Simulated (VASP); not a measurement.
# BaTiO3 (R3m) in VASP: a series of runs

Runs on BaTiO3. Level: r2SCAN. Tasks: relaxation of shape and atoms at fixed volume.

Program: VASP 6.6.1. These are calculated values, not measurements. Logs are shortened: lines on timing, memory, paths and dates and some standing lists are left out, and cuts for length are marked.

## Step 1: The cell of the first run

The structure is trigonal, space group R3m (No. 160). The conventional cell has a = 5.530 Å, b = 5.530 Å, c = 6.789 Å, α = 90.00°, β = 90.00°, γ = 120.00°. Within 3.6 Å of Ba (site symmetry 3m) lie 12 O at 2.72 to 2.82 Å and 8 Ti at 3.33 to 3.46 Å. Within 2.5 Å of Ti (site symmetry 3m) lie 6 O at 1.86 to 2.06 Å. O (site symmetry m) has 2 Ti at 1.86 to 2.06 Å within 2.5 Å.

## Step 2: Relaxation of shape and atoms at fixed volume, r2SCAN (11.99 Å³/atom)

File POSCAR:

```
BaTiO3
1.0
    2.7650791788      1.5964192082      2.2629161377
   -2.7650791788      1.5964192082      2.2629161377
    0.0000000000     -3.1928384164      2.2629161378
Ba Ti O
1 1 3
Direct
   -0.0006162607     -0.0006162607     -0.0006162607
    0.4893478111      0.4893478111      0.4893478111
    0.5083514993      0.5083514993      0.0137654510
    0.0137654510      0.5083514993      0.5083514993
    0.5083514993      0.0137654510      0.5083514993
```

File INCAR.step1:

```
SYSTEM = BaTiO3
PREC = Accurate
ENCUT = 600
ISMEAR = 0
SIGMA = 0.05
LREAL = .FALSE.
LASPH = .TRUE.
NELM = 80
GGA = PE
ALGO = Normal
EDIFF = 1E-4
LWAVE = .TRUE.
LCHARG = .FALSE.
```

File INCAR.step2:

```
SYSTEM = BaTiO3
PREC = Accurate
ENCUT = 600
EDIFF = 1E-6
ISMEAR = 0
SIGMA = 0.05
LREAL = .FALSE.
LASPH = .TRUE.
NELM = 80
ALGO = Normal
ISIF = 4
LWAVE = .FALSE.
LCHARG = .FALSE.
METAGGA = R2SCAN
LMIXTAU = .TRUE.
IBRION = 2
NSW = 60
EDIFFG = -0.01
ISTART = 1
```

File KPOINTS:

```
regular mesh
0
G
  6 6 6
  0 0 0
```

Potentials or basis: VASP PAW PBE potentials, release 64 (Ba_sv, Ti_sv, O).

Launch:

```
$ cat potpaw_PBE.64/Ba_sv/POTCAR potpaw_PBE.64/Ti_sv/POTCAR potpaw_PBE.64/O/POTCAR > POTCAR
$ cp INCAR.step1 INCAR
$ mpirun -np 1 vasp_std > vasp.out
$ cp INCAR.step2 INCAR
$ mpirun -np 1 vasp_std > vasp.out
```

OUTCAR:

```text
SYSTEM = BaTiO3
   PREC = Accurate
   ENCUT = 600
   EDIFF = 1E-6
   ISMEAR = 0
   LREAL = .FALSE.
   LASPH = .TRUE.
   NELM = 80
   ISIF = 4
   METAGGA = R2SCAN
   IBRION = 2
   NSW = 60
   EDIFFG = -0.01
   ISTART = 1

 ion  position               nearest neighbor table
   1  0.999  0.999  0.999-   3 2.72   4 2.72   5 2.72   4 2.77   5 2.77   5 2.77   4 2.77   3 2.77
                             3 2.77   3 2.82   4 2.82   5 2.82   2 3.33   2 3.37   2 3.37   2 3.37
   2  0.489  0.489  0.489-   4 1.86   5 1.86   3 1.86   5 2.06   4 2.06   3 2.06   1 3.33   1 3.37
                             1 3.37   1 3.37   1 3.41   1 3.41   1 3.41   1 3.46
   3  0.508  0.508  0.014-   2 1.86   2 2.06   1 2.72   1 2.77   1 2.77   1 2.82
   4  0.014  0.508  0.508-   2 1.86   2 2.06   1 2.72   1 2.77   1 2.77   1 2.82
   5  0.508  0.014  0.508-   2 1.86   2 2.06   1 2.72   1 2.77   1 2.77   1 2.82

  LATTYP: Found a trigonal (rhomboedric) cell.
 ALAT       =     3.9134392291
 COS(alpha) =     0.0015462527

  Lattice vectors:

 A1 = (   2.7650791788,   1.5964192082,   2.2629161377)
 A2 = (  -2.7650791788,   1.5964192082,   2.2629161377)
 A3 = (   0.0000000000,  -3.1928384164,   2.2629161378)

Analysis of symmetry for initial positions (statically):
=====================================================================
 Subroutine PRICEL returns:
 Original cell was already a primitive cell.

 Routine SETGRP: Setting up the symmetry group for a
 trigonal (rhombohedral) supercell.

 Subroutine GETGRP returns: Found  6 space group operations
 (whereof  6 operations were pure point group operations)
 out of a pool of 12 trial point group operations.

The static configuration has the point symmetry C_3v.

Analysis of symmetry for dynamics (positions and initial velocities):
=====================================================================
 Subroutine PRICEL returns:
 Original cell was already a primitive cell.

 Routine SETGRP: Setting up the symmetry group for a
 trigonal (rhombohedral) supercell.

 Subroutine GETGRP returns: Found  6 space group operations
 (whereof  6 operations were pure point group operations)
 out of a pool of 12 trial point group operations.

The dynamic configuration has the point symmetry C_3v.

 Subroutine INISYM returns: Found  6 space group operations
 (whereof  6 operations are pure point group operations),
 and found     1 'primitive' translations

----------------------------------------------------------------------------------------

                                     Primitive cell

  volume of cell :      59.9341

  direct lattice vectors                    reciprocal lattice vectors
     2.765079179  1.596419208  2.262916138     0.180826648  0.104400314  0.147302557
    -2.765079179  1.596419208  2.262916138    -0.180826648  0.104400314  0.147302557
     0.000000000 -3.192838416  2.262916138     0.000000000 -0.208800628  0.147302557

  length of vectors
     3.913439229  3.913439229  3.913439229     0.255530322  0.255530322  0.255530322

  position of ions in fractional coordinates (direct lattice)
     0.999383739  0.999383739  0.999383739
     0.489347811  0.489347811  0.489347811
     0.508351499  0.508351499  0.013765451
     0.013765451  0.508351499  0.508351499
     0.508351499  0.013765451  0.508351499

  ion indices of the primitive-cell ions
   primitive index   ion index
                 1           1
                 2           2
                 3           3
                 4           4
                 5           5

----------------------------------------------------------------------------------------

 KPOINTS: regular mesh

Automatic generation of k-mesh.
 Grid dimensions read from file:
 generate k-points for:    6    6    6

 Generating k-lattice:

  Cartesian coordinates                     Fractional coordinates (reciprocal lattice)
     0.030137775  0.017400052  0.024550426     0.166666667 -0.000000000 -0.000000000
    -0.030137775  0.017400052  0.024550426    -0.000000000  0.166666667 -0.000000000
     0.000000000 -0.034800105  0.024550426     0.000000000  0.000000000  0.166666667

  Length of vectors
     0.042588387  0.042588387  0.042588387

  Shift w.r.t. Gamma in fractional coordinates (k-lattice)
     0.000000000  0.000000000  0.000000000

 Subroutine IBZKPT returns following result:
 ===========================================

 Found     32 irreducible k-points:

 Following reciprocal coordinates:
            Coordinates               Weight
  0.000000  0.000000  0.000000      1.000000
  0.166667  0.000000  0.000000      6.000000
  0.333333  0.000000  0.000000      6.000000
  0.500000  0.000000  0.000000      3.000000
  0.166667  0.166667  0.000000      6.000000
  0.333333  0.166667 -0.000000     12.000000
[... 16 lines left out ...]
  0.500000  0.500000  0.166667      6.000000
 -0.333333  0.500000  0.166667     12.000000
 [... further k-points ...]
   k-points           NKPTS =     32   k-points in BZ     NKDIM =     32   number of bands    NBANDS=     24
   number of dos      NEDOS =    301   number of ions     NIONS =      5
   total plane-waves  NPLWV =  32768
   dimension x,y,z NGX =    32 NGY =   32 NGZ =   32
   dimension x,y,z NGXF=    64 NGYF=   64 NGZF=   64
   ions per type =               1   1   3
   NGX,Y,Z   is equivalent  to a cutoff of  13.59, 13.59, 13.59 a.u.
   NGXF,Y,Z  is equivalent  to a cutoff of  27.19, 27.19, 27.19 a.u.
 SYSTEM =  BaTiO3
   PREC   = accura    normal or accurate (medium, high low for compatibility)
   ISTART =      1    job   : 0-new  1-cont  2-samecut
   ICHARG =      0    charge: 1-file 2-atom 10-const
   ISPIN  =      1    spin polarized calculation?
   LNONCOLLINEAR =      F non collinear calculations
   LSORBIT =      F    spin-orbit coupling
   LASPH  =      T    aspherical Exc in radial PAW
   ENCUT  =  600.0 eV  44.10 Ry    6.64 a.u.   7.82  7.82  7.82*2*pi/ulx,y,z
   NELM   =     80;   NELMIN=  2; NELMDL=  0     # of ELM steps
   EDIFF  = 0.1E-05   stopping-criterion for ELM
   LREAL  =      F    real-space projection
   EDIFFG = -.1E-01   stopping-criterion for IOM
   NSW    =     60    number of steps for IOM
   IBRION =      2    ionic relax: 0-MD 1-quasi-New 2-CG
   NFREE  =      1    steps in history (QN), initial steepest desc. (CG)
   ISIF   =      4    stress and relaxation
   ISYM   =      2    0-nonsym 1-usesym 2-fastsym
   POTIM  = 0.5000    time-step for ionic-motion
   TEBEG  =    0.0;   TEEND  =   0.0 temperature during run
   PSTRESS=    0.0 pullay stress
   NELECT =      40.0000    total number of electrons
   NUPDOWN=      -1.0000    fix difference up-down
   EMIN   =  10.00;   EMAX   =-10.00  energy-range for DOS
   EFERMI =   0.00;   METHOD = LEGACY
   ISMEAR =     0;   SIGMA  =   0.05  broadening in eV -4-tet -1-fermi 0-gaus
   EFERMI_NEDOS =   21; number of points for ismear=-14 and -15
   IALGO  =     38    algorithm
   IMIX   =      4    mixing-type and parameters
     AMIX     =   0.40;   BMIX     =  1.00
     AMIX_MAG =   1.60;   BMIX_MAG =  1.00
  volume/ion in A,a.u.               =      11.99        80.89
  Fermi-wavevector in a.u.,A,eV,Ry     =   1.430661  2.703557 27.848283  2.046791
  Thomas-Fermi vector in A             =   2.550482
   LORBIT       =      0    0 simple, 1 ext, 2 COOP (PROOUT), +10 PAW based schemes
   METAGGA = R2SCAN    functional components
   LHFCALC =     F    Hartree Fock is set to
   AEXX    =    0.0000 exact exchange contribution
   IVDW    =     0    specifies the selected vdW correction
   LEPSILON=     F    determine dielectric tensor
   LRPA    =     F    only Hartree local field effects (RPA)
 conjugate gradient relaxation of ions
 non-spin polarized calculation
 Gauss-broadening in eV      SIGMA  =   0.05
  energy-cutoff  :      600.00
  volume of cell :       59.93
 maximum number of plane-waves:      2014
   NGX = 15   NGY = 15   NGZ = 15

--------------------------------------- Ionic step        1  -------------------------------------------

 number of electron      40.0000011 magnetization

 Free energy of the ion-electron system (eV)
  ---------------------------------------------------
  ext. energy  EPLUGINS =         0.00000000
  ---------------------------------------------------
  free energy    TOTEN  =       -74.00981204 eV

  energy without entropy =      -74.00981204  energy(sigma->0) =      -74.00981204

------------------------ aborting loop because EDIFF is reached ----------------------------------------

  FORCE on cell =-STRESS in cart. coord.  units (eV):
  Direction    XX          YY          ZZ          XY          YZ          ZX
  --------------------------------------------------------------------------------------
  -------------------------------------------------------------------------------------
  Total        6.4604242      6.4604242      6.3069395      0.0000000     -0.0000000      0.0000000
  in kB      172.7020106    172.7020106    168.5990115      0.0000000     -0.0000000      0.0000000
  external PRESSURE =     171.3343442 kB  Pullay stress =       0.0000000 kB
[... 98 lines left out ...]
  FREE ENERGIE OF THE ION-ELECTRON SYSTEM (eV)
  ---------------------------------------------------
  free  energy   TOTEN  =       -74.0298260224 eV

  energy  without entropy=      -74.0298260224  energy(sigma->0) =      -74.02982602

[... ionic steps 4 to 12 ...]

--------------------------------------- Ionic step       13  -------------------------------------------

 number of electron      40.0000002 magnetization

------------------------ aborting loop because EDIFF is reached ----------------------------------------
[... 73 lines left out ...]
--------------------------------------- Ionic step       15  -------------------------------------------

 number of electron      40.0000003 magnetization

 Free energy of the ion-electron system (eV)
  ---------------------------------------------------
  ext. energy  EPLUGINS =         0.00000000
  ---------------------------------------------------
  free energy    TOTEN  =       -74.03863810 eV

  energy without entropy =      -74.03863810  energy(sigma->0) =      -74.03863810

 E-fermi :   4.3310     XC(G=0): -12.3077

 val. band max:        4.0675491435   @ k =   0.5000   0.5000   0.5000
 cond. band min:       6.3602316864   @ k =   0.0000   0.0000   0.0000
 fundamental gap:      2.2926825429
 Fermi energy:         4.3309660260

 k-point     1 :       0.0000    0.0000    0.0000
  band No.  band energies     occupation
      1     -54.4911      2.00000
      2     -29.6939      2.00000
      3     -29.6939      2.00000
      4     -29.6938      2.00000
      5     -21.2667      2.00000
      6     -13.9292      2.00000
[... 637 lines left out ...]
     23       8.6517      0.00000
     24      10.5464      0.00000

 [... further k-points ...]

------------------------ aborting loop because EDIFF is reached ----------------------------------------

  FORCE on cell =-STRESS in cart. coord.  units (eV):
  Direction    XX          YY          ZZ          XY          YZ          ZX
  --------------------------------------------------------------------------------------
  -------------------------------------------------------------------------------------
  Total        5.6307190      5.6307190      5.6286378      0.0000000     -0.0000000      0.0000000
  in kB      150.5220790    150.5220790    150.4664436      0.0000000     -0.0000000      0.0000000
  external PRESSURE =     150.5035339 kB  Pullay stress =       0.0000000 kB
[... 20 lines left out ...]
  FREE ENERGIE OF THE ION-ELECTRON SYSTEM (eV)
  ---------------------------------------------------
  free  energy   TOTEN  =       -74.0386381047 eV

  energy  without entropy=      -74.0386381047  energy(sigma->0) =      -74.03863810

 reached required accuracy - stopping structural energy minimisation
```

It took 10 min on 1 thread of Intel Xeon 6975P-C (Granite Rapids), shared host; peak memory 0.22 GiB.

Results:

| Item | Value |
| --- | --- |
| Free energy | -74.0386 eV |
| Energy gained by relaxing | 5.8 meV/atom |
| Ionic steps | 15 |
| Pressure after relaxing | 15.1 GPa |
| Largest force after relaxing | 0.009 eV/Å |
| Band gap on the k mesh | 2.29 eV (least direct gap 2.38 eV) |

Forces on the atoms (eV/Å):
```
Ba   0.000  0.000  0.009
Ti   0.000  0.000  0.000
O    0.000  0.009 -0.003
O   -0.008 -0.004 -0.003
O    0.008 -0.004 -0.003
```

Step by step:
| step | energy change (eV) | largest force (eV/Å) | pressure (GPa) | volume (Å³) |
| --- | --- | --- | --- | --- |
| 1 | 0.0000 | 0.4919 | 17.13 | 59.93 |
| 2 | -0.0178 | 0.2226 | 15.96 | 59.93 |
| 3 | -0.0200 | 0.1708 | 15.49 | 59.93 |
| 4 | -0.0251 | 0.0861 | 15.37 | 59.93 |
| 5 | -0.0274 | 0.0562 | 15.23 | 59.93 |
| 6 | -0.0282 | 0.0351 | 15.14 | 59.93 |
| 7 | -0.0283 | 0.0324 | 15.11 | 59.93 |
| 8 | -0.0287 | 0.0198 | 15.07 | 59.93 |
| 9 | -0.0287 | 0.0204 | 15.06 | 59.93 |
| 10 | -0.0287 | 0.0252 | 15.06 | 59.93 |
| 11 | -0.0288 | 0.0097 | 15.05 | 59.93 |
| 12 | -0.0288 | 0.0115 | 15.05 | 59.93 |
| 13 | -0.0288 | 0.0127 | 15.05 | 59.93 |
| 14 | -0.0288 | 0.0112 | 15.05 | 59.93 |
| 15 | -0.0288 | 0.0093 | 15.05 | 59.93 |

Final structure:
```
CELL_PARAMETERS angstrom
2.76717 1.59763 2.25949
-2.76717 1.59763 2.25949
0.00000 -3.19526 2.25949
ATOMIC_POSITIONS crystal
Ba 0.00358 0.00358 0.00358
Ti 0.50321 0.50321 0.50321
O 0.50404 0.50404 0.00433
O 0.00433 0.50404 0.50404
O 0.50404 0.00433 0.50404
```

Caveat: the PAW data sets were made with another functional, which shifts forces and pressure a little; spin-orbit coupling is left out, which moves the levels of the heavy elements. r2SCAN opens gaps a little over a GGA but as a rule still falls short of measured ones.

## Step 3: Relaxation of shape and atoms at fixed volume, r2SCAN (12.51 Å³/atom)

This run uses another cell than the first one, of 12.51 Å³/atom.

File POSCAR:

```
BaTiO3
1.0
    2.8019324945      1.6176964800      2.2995966828
   -2.8019324945      1.6176964800      2.2995966828
    0.0000000000     -3.2353929599      2.2995966828
Ba Ti O
1 1 3
Direct
   -0.0032775326     -0.0032775326     -0.0032775326
    0.4833123891      0.4833123891      0.4833123891
    0.5098611305      0.5098611305      0.0194428825
    0.0194428825      0.5098611305      0.5098611305
    0.5098611305      0.0194428825      0.5098611305
```

File INCAR.step1:

```
SYSTEM = BaTiO3
PREC     = Accurate       ! precision mode
ENCUT    = 600            ! plane-wave cutoff, eV
ISMEAR   = 0              ! smearing method
SIGMA    = 0.05           ! smearing width, eV
LREAL    = .False.        ! projectors in reciprocal space
LASPH    = .True.         ! aspherical terms in the spheres
NELM     = 100            ! most SCF steps
GGA      = PE             ! functional
ALGO     = Normal         ! electronic algorithm
EDIFF    = 1E-4           ! SCF threshold, eV
LWAVE    = .True.         ! write WAVECAR
LCHARG   = .False.        ! write CHGCAR
```

File INCAR.step2:

```
SYSTEM = BaTiO3
PREC     = Accurate       ! precision mode
ENCUT    = 600            ! plane-wave cutoff, eV
EDIFF    = 1E-7           ! SCF threshold, eV
ISMEAR   = 0              ! smearing method
SIGMA    = 0.05           ! smearing width, eV
LREAL    = .False.        ! projectors in reciprocal space
LASPH    = .True.         ! aspherical terms in the spheres
NELM     = 100            ! most SCF steps
ALGO     = Normal         ! electronic algorithm
ISIF     = 4              ! what is computed and relaxed
LWAVE    = .False.        ! write WAVECAR
LCHARG   = .False.        ! write CHGCAR
METAGGA  = R2SCAN         ! meta-GGA
LMIXTAU  = .True.       
IBRION   = 2              ! ionic algorithm
NSW      = 60             ! ionic steps
EDIFFG   = -0.01          ! ionic threshold
ISTART   = 1
```

File KPOINTS:

```
Automatic mesh
0
Gamma
  6 6 6
  0 0 0
```

Potentials or basis: VASP PAW PBE potentials, release 64 (Ba_sv, Ti_sv, O).

Launch:

```
$ cat potpaw_PBE.64/Ba_sv/POTCAR potpaw_PBE.64/Ti_sv/POTCAR potpaw_PBE.64/O/POTCAR > POTCAR
$ cp INCAR.step1 INCAR
$ mpirun -np 1 vasp_std > vasp.out
$ cp INCAR.step2 INCAR
$ mpirun -np 1 vasp_std > vasp.out
```

Run time: 6.1 min. Hardware: 1 thread of Intel Xeon 6975P-C (Granite Rapids), shared host; peak memory 0.24 GiB.

The run converged. Its results:

```
Free energy                  : -74.2147 eV
Energy gained by relaxing    : 7.0 meV/atom
Ionic steps                  : 8
Pressure after relaxing      : 6.7 GPa
Largest force after relaxing : 0.009 eV/Å
Band gap on the k mesh       : 2.45 eV (least direct gap 2.69 eV)
```

Forces in eV/Å, atoms in the order of the input:
```
Ba   0.000  0.000 -0.001
Ti   0.000  0.000  0.009
O    0.000  0.001 -0.003
O    0.000  0.000 -0.003
O    0.000  0.000 -0.003
```

The path:
```csv
step,energy change (eV),largest force (eV/Å),pressure (GPa),volume (Å³)
1,0.0000,0.6606,9.80,62.54
2,-0.0282,0.1777,7.64,62.54
3,-0.0293,0.1550,7.17,62.54
4,-0.0330,0.0939,7.03,62.54
5,-0.0343,0.0358,6.90,62.54
6,-0.0348,0.0171,6.76,62.54
7,-0.0348,0.0169,6.76,62.54
8,-0.0348,0.0086,6.70,62.54
```

Final structure:
```
CELL_PARAMETERS angstrom
2.80562 1.61983 2.29356
-2.80562 1.61983 2.29356
0.00000 -3.23965 2.29356
ATOMIC_POSITIONS crystal
Ba 0.00058 0.00058 0.00058
Ti 0.49222 0.49222 0.49222
O 0.50738 0.50738 0.01164
O 0.01164 0.50738 0.50738
O 0.50738 0.01164 0.50738
```

Levels at points of the mesh, in eV from the valence-band top:
```tsv
k point	band 17	band 18	band 19	band 20	band 21	band 22	band 23	band 24
(0.00, 0.00, 0.00)	-1.16	-0.30	-0.24	-0.24	2.45	2.45	2.52	4.60
(0.50, 0.00, 0.00)	-1.80	-1.74	-0.85	-0.80	2.62	4.10	4.15	4.59
(0.50, 0.50, 0.00)	-1.73	-0.88	-0.86	-0.09	4.14	4.15	4.56	5.43
(0.50, 0.50, 0.50)	-2.38	-0.01	-0.01	0.00	4.78	4.84	4.84	7.47
```

Caveat: the PAW data sets were made with another functional, which shifts forces and pressure a little; spin-orbit coupling is left out, which moves the levels of the heavy elements.
